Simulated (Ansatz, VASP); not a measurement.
# SiO2: VASP beside Ansatz

The input POSCAR:

```
SiO2
1.0
    0.0000000000      2.2641691173      2.3773775731
    2.2641691173      0.0000000000      2.3773775731
    2.2641691173      2.2641691173      0.0000000000
Si O
1 2
Direct
    0.0000000000      0.0000000000      0.0000000000
    0.2500000000      0.2500000000      0.2500000000
    0.7500000000      0.7500000000      0.7500000000
```

Contents of INCAR.step1:

```
ALGO     = Normal         # electronic algorithm
EDIFF    = 1E-4           # SCF threshold, eV
ENCUT    = 520            # plane-wave cutoff, eV
GGA      = PE             # functional
ISMEAR   = 0              # smearing method
LASPH    = True           # aspherical terms in the spheres
LCHARG   = False          # write CHGCAR
LREAL    = False          # projectors in reciprocal space
LWAVE    = True           # write WAVECAR
NBANDS   = 15             # bands
NELM     = 80             # most SCF steps
PREC     = Accurate       # precision mode
SIGMA    = 0.01           # smearing width, eV
```

Contents of INCAR.step2:

```
ALGO     = Normal         # electronic algorithm
EDIFF    = 1E-6           # SCF threshold, eV
ENCUT    = 520            # plane-wave cutoff, eV
ISIF     = 2              # what is computed and relaxed
ISMEAR   = 0              # smearing method
ISTART   = 1            
LASPH    = True           # aspherical terms in the spheres
LCHARG   = False          # write CHGCAR
LMIXTAU  = True         
LREAL    = False          # projectors in reciprocal space
LWAVE    = False          # write WAVECAR
METAGGA  = R2SCAN         # meta-GGA
NBANDS   = 15             # bands
NELM     = 80             # most SCF steps
PREC     = Accurate       # precision mode
SIGMA    = 0.01           # smearing width, eV
```

KPOINTS

```
k-points
0
Gamma
  10 10 10
```

Input for Ansatz:

```yaml
crystal:
  lattice:
    - [0.0, 2.2641691173, 2.3773775731]
    - [2.2641691173, 0.0, 2.3773775731]
    - [2.2641691173, 2.2641691173, 0.0]
  atoms:
    - { symbol: Si, position: [0.0, 0.0, 0.0] }
    - { symbol: O, position: [0.25, 0.25, 0.25] }
    - { symbol: O, position: [0.75, 0.75, 0.75] }
kpoints:
  mp_grid: { grid: [10, 10, 10] }
  band_path:
    path:
      - [0.0, 0.0, 0.0]
      - [0.5, 0.0, 0.5]
      - [0.625, 0.25, 0.625]
      - [0.375, 0.375, 0.75]
      - [0.5, 0.5, 0.5]
      - [0.5, 0.25, 0.75]
    npoints: 1
hamiltonian:
  xc: r2scan
scf:
  occupations: { method: fixed }
  n_extra_bands: 4
output:
  forces: true
  stress: true
  eigenvalues: true
```

Change from the starting cell: uniaxial_z strain +5.0%.

Alike in both runs: task single point; functional r2SCAN; k mesh 10 × 10 × 10; no spin polarisation.

|  | VASP | Ansatz |
| --- | --- | --- |
| version | VASP 6.6.1 | Ansatz 0.2.0 |
| potentials or method | VASP PAW PBE potentials, release 64 (Si, O) | plane waves, PAW |
| plane-wave cutoff (eV) | 520 | 500 |
| occupations | gaussian, width 0.01 eV | fixed |
| valence electrons in the cell | 16 | 16 |

Ansatz gave:

* gap on the k mesh at the Fermi level (eV): 1.88
* pressure (GPa): -12.6
* traceless stress, the component that is largest in VASP (GPa): -33.17

Question: Which values does VASP return?

Answer: gap on the k mesh at the Fermi level (eV): 1.86; pressure (GPa): -12.2; traceless stress, the component that is largest in VASP (GPa): -33.14.

VASP's potentials were made for PBE, not for r2SCAN.
